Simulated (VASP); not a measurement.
A run of VASP 6.6.1 is set up as follows.

Contents of INCAR:

```
SYSTEM = P
PREC = Accurate
ENCUT = 520
EDIFF = 1E-7
ISMEAR = 0
SIGMA = 0.1
LREAL = .False.
LASPH = .True.
NELM = 60
ALGO = Normal
ISIF = 2
LWAVE = .False.
LCHARG = .False.
GGA = PE
NBANDS = 30
```

File KPOINTS:

```
Automatic mesh
0
Gamma
  3 3 6
  0 0 0
```

Contents of POSCAR:

```
P
1.0
    8.8958123700      0.0000000000      0.0000000000
   -4.4479061900      7.7039995000      0.0000000000
    0.0000000000      0.0000000000      3.5583255600
P
8
Direct
    0.5333333200      0.0666666400      0.2500000000
    0.9333333600      0.4666666800      0.2500000000
    0.5333333200      0.4666666800      0.2500000000
    0.4666666800      0.9333333600      0.7500000000
    0.0666666400      0.5333333200      0.7500000000
    0.4666666800      0.5333333200      0.7500000000
    0.3333333300      0.6666666700      0.7500000000
    0.6666666700      0.3333333300      0.2500000000
```

Potentials or basis: VASP PAW PBE potentials, release 64 (P).

Run with:

```console
$ cat potpaw_PBE.64/P/POTCAR > POTCAR
$ mpirun -np 1 vasp_std > vasp.out
```

Task: What does it give for the largest force?

Result: 0.599 eV/Å.

Task: What does it give for the pressure?

Result: 9.7 GPa.

Task: What does it give for the band gap on the k mesh?

Result: Zero (bands 20 and 21 overlap by 0.73 eV).

Stress tensor (GPa, compression positive):
```
 7.82  0.00  0.00
 0.00  7.82  0.00
 0.00  0.00 13.59
```

Caveat: the cell stands under pressure.
